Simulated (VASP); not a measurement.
The system is BAs.

```
B As
1.0
     0.00000    2.39187    2.39187
     2.39187    0.00000    2.39187
     2.39187    2.39187    0.00000
B As
1 1
Direct
  0.00000 0.00000 0.00000
  0.25000 0.25000 0.25000
```

Base run:

* Program: VASP 6.6.1
* Functional: r2SCAN
* Potentials or basis: VASP PAW PBE potentials, release 64 (B, As)
* Cutoff: 520 eV
* k mesh: 10 × 10 × 10
* Occupations: gaussian, width 0.01 eV
* Spin: no spin polarisation

Its results: band gap on the k mesh 1.37 eV, indirect (least direct gap 3.44 eV); pressure 0.3 GPa.

**Question.** The run is repeated on the same cell with these changes: functional from r2SCAN to PBE; further incar settings from ALGO = Normal; EDIFF = 1e-07; NBANDS = 11 to ALGO = Normal; EDIFF = 1e-06; NBANDS = 11. What comes out?

**Answer.** Band gap on the k mesh 1.18 eV, indirect (least direct gap 3.27 eV); pressure 2.8 GPa.

Caveats: the PAW data sets were made with another functional, which shifts forces and pressure a little (some runs).

A k mesh can miss the band edges.
